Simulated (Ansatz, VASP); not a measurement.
One calculation of HgTe, two programs

Contents of INCAR:

```
PREC     = Accurate       # precision mode
ENCUT    = 520            # plane-wave cutoff, eV
EDIFF    = 1E-7           # SCF threshold, eV
ISMEAR   = 0              # smearing method
SIGMA    = 0.1            # smearing width, eV
LREAL    = F              # projectors in reciprocal space
LASPH    = T              # aspherical terms in the spheres
NELM     = 60             # most SCF steps
ALGO     = Normal         # electronic algorithm
ISIF     = 2              # what is computed and relaxed
LWAVE    = F              # write WAVECAR
LCHARG   = F              # write CHGCAR
GGA      = PS             # functional
NBANDS   = 16             # bands
```

Contents of KPOINTS:

```
regular mesh
0
Gamma
  10 10 10
```

Contents of POSCAR:

```
HgTe
1.0
    4.5807373700      0.0000000000      0.0000000000
   -3.5190045719      2.9325350255      0.0000000000
   -0.5308663988     -1.4662675122      4.3071330723
Hg Te
1 1
Direct
    0.7500000000      0.2500000000      0.5000000000
    0.0000000000      0.0000000000      0.0000000000
```

Contents of input.yaml:

```yaml
crystal:
  lattice:
    - [4.58073737, 0.0, 0.0]
    - [-3.5190045719, 2.9325350255, 0.0]
    - [-0.5308663988, -1.4662675122, 4.3071330723]
  atoms:
    - { symbol: Hg, position: [0.75, 0.25, 0.5] }
    - { symbol: Te, position: [0.0, 0.0, 0.0] }
kpoints:
  mp_grid: { grid: [10, 10, 10] }
scf:
  occupations: { method: gaussian, width: 0.1 }
hamiltonian:
  xc: pbesol
  pseudopotentials: { kind: all_electron, lapw: { basis_error: 0.001 } }
output:
  forces: true
  stress: true
  eigenvalues: true
```

Alike in both runs: task single point; functional PBEsol; k mesh 10 × 10 × 10; occupations gaussian, width 0.1 eV; no spin polarisation.

```csv
,VASP,Ansatz
version,VASP 6.6.1,Ansatz 0.2.0
potentials or method,"VASP PAW PBE potentials, release 64 (Hg, Te), cutoff 520 eV","all-electron LAPW, scalar-relativistic"
```

VASP gave:

* gap on the k mesh at the Fermi level (eV): none
* pressure (GPa): -3.2
* traceless stress, the component that is largest in VASP (GPa): 2.40

Which values does Ansatz return?

gap on the k mesh at the Fermi level (eV): none; pressure (GPa): -3.3; traceless stress, the component that is largest in VASP (GPa): 2.40.

VASP's potentials were made for PBE, not for PBEsol. A gap of «none» marks a metal or a gap that the smearing closes. Ansatz ran all-electron here, and VASP with PAW potentials.

Neither program's run includes spin-orbit coupling.
